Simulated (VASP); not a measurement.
# KF (Carobbiite) in VASP: further runs

KF (Carobbiite) is run at these levels: revPBE+D3(BJ), PBE+D4; tasks: relaxation of cell and atoms, single point.

Program: VASP 6.6.1. These are calculated values, not measurements. Logs are shortened: lines on timing, memory, paths and dates and some standing lists are left out, and cuts for length are marked.

### Step 1. The cell of the first run

Symmetry: Fm-3m, No. 225, cubic system. The conventional cell has a = 5.483 Å, b = 5.483 Å, c = 5.483 Å, α = 90.00°, β = 90.00°, γ = 90.00°. Within 3.6 Å of K (site symmetry m-3m) lie 6 F at 2.74 Å. F (site symmetry m-3m) has 6 K at 2.74 Å within 3.6 Å.

### Step 2. Relaxation of cell and atoms, revPBE+D3(BJ) (volume scaled by 1.08)

File INCAR:

```
SYSTEM = KF
ALGO     = Normal         ! electronic algorithm
EDIFF    = 1E-6           ! SCF threshold, eV
EDIFFG   = -0.01          ! ionic threshold
ENCUT    = 600            ! plane-wave cutoff, eV
GGA      = RE             ! functional
IBRION   = 2              ! ionic algorithm
ISIF     = 3              ! what is computed and relaxed
ISMEAR   = 0              ! smearing method
IVDW     = 12             ! dispersion correction
LASPH    = .True.         ! aspherical terms in the spheres
LCHARG   = .False.        ! write CHGCAR
LREAL    = .False.        ! projectors in reciprocal space
LWAVE    = .False.        ! write WAVECAR
NELM     = 80             ! most SCF steps
NSW      = 60             ! ionic steps
PREC     = Accurate       ! precision mode
SIGMA    = 0.01           ! smearing width, eV
```

File KPOINTS:

```
k-points
0
Gamma
  9 9 9
  0 0 0
```

File POSCAR:

```
KF
1.0
    0.0000000000      2.7412795399      2.7412795399
    2.7412795399      0.0000000000      2.7412795399
    2.7412795399      2.7412795399      0.0000000000
K F
1 1
Direct
    0.0000000000      0.0000000000      0.0000000000
    0.5000000000      0.5000000000      0.5000000000
```

Potentials or basis: VASP PAW PBE potentials, release 64 (K_sv, F).

Run with:

```
cat potpaw_PBE.64/K_sv/POTCAR potpaw_PBE.64/F/POTCAR > POTCAR
mpirun -np 1 vasp_std > vasp.out
```

OUTCAR:

```text
SYSTEM = KF
   EDIFF = 1E-6
   EDIFFG = -0.01
   ENCUT = 600
   GGA = RE
   IBRION = 2
   ISIF = 3
   ISMEAR = 0
   IVDW = 12
   LASPH = .True.
   LREAL = .False.
   NELM = 80
   NSW = 60
   PREC = Accurate
 IVDW          = 12

 ion  position               nearest neighbor table
   1  0.000  0.000  0.000-   2 2.74   2 2.74   2 2.74   2 2.74   2 2.74   2 2.74
   2  0.500  0.500  0.500-   1 2.74   1 2.74   1 2.74   1 2.74   1 2.74   1 2.74

  LATTYP: Found a face centered cubic cell.
 ALAT       =     5.4825590798

  Lattice vectors:

 A1 = (   0.0000000000,   2.7412795399,   2.7412795399)
 A2 = (   2.7412795399,   0.0000000000,   2.7412795399)
 A3 = (   2.7412795399,   2.7412795399,   0.0000000000)

Analysis of symmetry for initial positions (statically):
=====================================================================
 Subroutine PRICEL returns:
 Original cell was already a primitive cell.

 Routine SETGRP: Setting up the symmetry group for a
 face centered cubic supercell.

 Subroutine GETGRP returns: Found 48 space group operations
[... 9 lines left out ...]

 Routine SETGRP: Setting up the symmetry group for a
 face centered cubic supercell.

 Subroutine GETGRP returns: Found 48 space group operations
[... 11 lines left out ...]
                                     Primitive cell

  volume of cell :      41.1993

  direct lattice vectors                    reciprocal lattice vectors
     0.000000000  2.741279540  2.741279540    -0.182396575  0.182396575  0.182396575
     2.741279540  0.000000000  2.741279540     0.182396575 -0.182396575  0.182396575
     2.741279540  2.741279540  0.000000000     0.182396575  0.182396575 -0.182396575

  length of vectors
     3.876754704  3.876754704  3.876754704     0.315920136  0.315920136  0.315920136

  position of ions in fractional coordinates (direct lattice)
     0.000000000  0.000000000  0.000000000
     0.500000000  0.500000000  0.500000000

  ion indices of the primitive-cell ions
   primitive index   ion index
                 1           1
                 2           2

----------------------------------------------------------------------------------------

 KPOINTS: k-points

Automatic generation of k-mesh.
 Grid dimensions read from file:
 generate k-points for:    9    9    9

 Generating k-lattice:

  Cartesian coordinates                     Fractional coordinates (reciprocal lattice)
    -0.020266286  0.020266286  0.020266286     0.111111111  0.000000000  0.000000000
     0.020266286 -0.020266286  0.020266286     0.000000000  0.111111111  0.000000000
     0.020266286  0.020266286 -0.020266286     0.000000000  0.000000000  0.111111111

  Length of vectors
[... 49 lines left out ...]
   ISPIN  =      1    spin polarized calculation?
   LNONCOLLINEAR =      F non collinear calculations
   LSORBIT =      F    spin-orbit coupling
   LASPH  =      T    aspherical Exc in radial PAW
   ENCUT  =  600.0 eV  44.10 Ry    6.64 a.u.   7.74  7.74  7.74*2*pi/ulx,y,z
   NELM   =     80;   NELMIN=  2; NELMDL= -5     # of ELM steps
   EDIFF  = 0.1E-05   stopping-criterion for ELM
   LREAL  =      F    real-space projection
   EDIFFG = -.1E-01   stopping-criterion for IOM
   NSW    =     60    number of steps for IOM
   IBRION =      2    ionic relax: 0-MD 1-quasi-New 2-CG
   NFREE  =      1    steps in history (QN), initial steepest desc. (CG)
   ISIF   =      3    stress and relaxation
   ISYM   =      2    0-nonsym 1-usesym 2-fastsym
   POTIM  = 0.5000    time-step for ionic-motion
   TEBEG  =    0.0;   TEEND  =   0.0 temperature during run
   PSTRESS=    0.0 pullay stress
   NELECT =      16.0000    total number of electrons
   NUPDOWN=      -1.0000    fix difference up-down
   EMIN   =  10.00;   EMAX   =-10.00  energy-range for DOS
   EFERMI =   0.00;   METHOD = LEGACY
   ISMEAR =     0;   SIGMA  =   0.01  broadening in eV -4-tet -1-fermi 0-gaus
   EFERMI_NEDOS =   21; number of points for ismear=-14 and -15
   IALGO  =     38    algorithm
   IMIX   =      4    mixing-type and parameters
     AMIX     =   0.40;   BMIX     =  1.00
     AMIX_MAG =   1.60;   BMIX_MAG =  1.00
  volume/ion in A,a.u.               =      20.60       139.01
  Fermi-wavevector in a.u.,A,eV,Ry     =   1.194405  2.257098 19.410106  1.426603
  Thomas-Fermi vector in A             =   2.330396
   LORBIT       =      0    0 simple, 1 ext, 2 COOP (PROOUT), +10 PAW based schemes
   GGA     = RE    functional components
   LHFCALC =     F    Hartree Fock is set to
   AEXX    =    0.0000 exact exchange contribution
   IVDW    =    12    specifies the selected vdW correction
   LEPSILON=     F    determine dielectric tensor
   LRPA    =     F    only Hartree local field effects (RPA)
 conjugate gradient relaxation of ions
 non-spin polarized calculation
 Gauss-broadening in eV      SIGMA  =   0.01
  energy-cutoff  :      600.00
  volume of cell :       41.20
 maximum number of plane-waves:      1387
   NGX = 15   NGY = 15   NGZ = 15

--------------------------------------- Ionic step        1  -------------------------------------------

 number of electron      15.9999997 magnetization

 Free energy of the ion-electron system (eV)
  ---------------------------------------------------
  ext. energy  EPLUGINS =         0.00000000
  ---------------------------------------------------
  free energy    TOTEN  =        -7.91743704 eV

  energy without entropy =       -7.91743704  energy(sigma->0) =       -7.91743704

------------------------ aborting loop because EDIFF is reached ----------------------------------------

 Edisp (eV)   -0.53374

 E8    (eV) :    -0.3830
[... 71 lines left out ...]
--------------------------------------- Ionic step        3  -------------------------------------------

 number of electron      15.9999994 magnetization

 Free energy of the ion-electron system (eV)
  ---------------------------------------------------
  ext. energy  EPLUGINS =         0.00000000
  ---------------------------------------------------
  free energy    TOTEN  =        -7.90108831 eV

  energy without entropy =       -7.90108831  energy(sigma->0) =       -7.90108831

 E-fermi :  -2.5964     XC(G=0):  -7.8642

 val. band max:       -2.7111418468   @ k =   0.0000   0.0000   0.0000
 cond. band min:       3.5824131881   @ k =   0.0000   0.0000   0.0000
 fundamental gap:      6.2935550349
 Fermi energy:        -2.5963586781

 k-point     1 :       0.0000    0.0000    0.0000
  band No.  band energies     occupation
      1     -29.0936      2.00000
      2     -21.4391      2.00000
      3     -12.3412      2.00000
      4     -12.3412      2.00000
      5     -12.3412      2.00000
      6      -2.7111      2.00000
      7      -2.7111      2.00000
      8      -2.7111      2.00000
      9       3.5824      0.00000
     10       7.9723      0.00000
     11       7.9723      0.00000
     12       7.9723      0.00000
[... 331 lines left out ...]
 k-point    24 :       0.4444    0.4444    0.0000
  band No.  band energies     occupation
      1     -29.0019      2.00000
      2     -21.4502      2.00000
      3     -12.7893      2.00000
      4     -12.5160      2.00000
      5     -12.5160      2.00000
      6      -2.9615      2.00000
      7      -2.7737      2.00000
      8      -2.7737      2.00000
      9       5.7226      0.00000
     10       7.3445      0.00000
     11       9.2002      0.00000
     12      10.6521      0.00000

 [... further k-points ...]

------------------------ aborting loop because EDIFF is reached ----------------------------------------

 Edisp (eV)   -0.55592

 E8    (eV) :    -0.3987
[... 25 lines left out ...]
  FREE ENERGIE OF THE ION-ELECTRON SYSTEM (eV)
  ---------------------------------------------------
  free  energy   TOTEN  =        -8.4570110405 eV

  energy  without entropy=       -8.4570110405  energy(sigma->0) =       -8.45701104

 reached required accuracy - stopping structural energy minimisation
```

Run time: 28 s. Hardware: 1 thread of AMD EPYC 9R45 (Zen 5), shared host; peak memory 0.17 GiB.

What came out:

```yaml
Free_energy: -8.4570 eV
Relaxed_volume: 19.76 Å³/atom
Relaxed_cell: a = 3.823 Å, b = 3.823 Å, c = 3.823 Å, α = 60.00°, β = 60.00°, γ = 60.00°
Space_group_after_relaxing_to_0.05_Å: Fm-3m (No. 225)
Energy_gained_by_relaxing: 2.9 meV/atom
Ionic_steps: 3
Pressure_after_relaxing: 0.0 GPa
Band_gap_on_the_k_mesh: 6.29 eV, direct
Dispersion_energy_per_atom: -0.278 eV
```

Step by step:
```csv
step,energy change (eV),largest force (eV/Å),pressure (GPa),volume (Å³)
1,0.0000,0.0000,-1.08,41.20
2,-0.0042,0.0000,-0.58,40.38
3,-0.0058,0.0000,0.00,39.52
```

Final structure:
```
CELL_PARAMETERS angstrom
0.00000 2.70346 2.70346
2.70346 0.00000 2.70346
2.70346 2.70346 0.00000
ATOMIC_POSITIONS crystal
K 0.00000 0.00000 0.00000
F 0.50000 0.50000 0.50000
```

Caveat: the cell differs from its parent crystal (volume scaled by 1.08); the PAW data sets were made with another functional, which shifts forces and pressure a little.

### Step 3. Single point, PBE+D4 (the cell strained at random)

File INCAR:

```
SYSTEM = KF
PREC = Accurate
ENCUT = 520
EDIFF = 1E-6
ISMEAR = -5
SIGMA = 0.05
LREAL = .FALSE.
LASPH = .TRUE.
NELM = 60
ALGO = Normal
ISIF = 2
LWAVE = .FALSE.
LCHARG = .FALSE.
GGA = PE
IVDW = 13
NBANDS = 15
```

File KPOINTS:

```
regular mesh
0
G
  7 7 7
  0 0 0
```

File POSCAR:

```
KF
1.0
   -0.0437600000      2.6986430000      2.6667490000
    2.6557950000      0.0112210000      2.6117680000
    2.6821390000      2.6700060000     -0.0151230000
K F
1 1
Direct
    0.0000000000      0.0000000000      0.0000000000
    0.5000000000      0.5000000000      0.5000000000
```

Potentials or basis: VASP PAW PBE potentials, release 64 (K_sv, F).

Run with:

```
cat potpaw_PBE.64/K_sv/POTCAR potpaw_PBE.64/F/POTCAR > POTCAR
mpirun -np 1 vasp_std > vasp.out
```

It took 48 s on 1 thread of AMD EPYC 9R45 (Zen 5), shared host; peak memory 0.2 GiB.

It converged, with:

```yaml
Free_energy: -8.4296 eV
Pressure: 0.8 GPa
Band_gap_on_the_k_mesh: 6.14 eV, direct
Dispersion_energy_per_atom: -0.071 eV
```

Stress tensor (GPa, compression positive):
```
 0.40  0.10  0.34
 0.10  0.65 -0.20
 0.34 -0.20  1.40
```

Levels at points of the mesh, in eV from the valence-band top:
```tsv
k point	band 6	band 7	band 8	band 9	band 10	band 11
(0.00, 0.00, 0.00)	-0.04	-0.02	0.00	6.14	10.49	10.66
```

Caveat: the cell differs from its parent crystal (the cell strained at random).
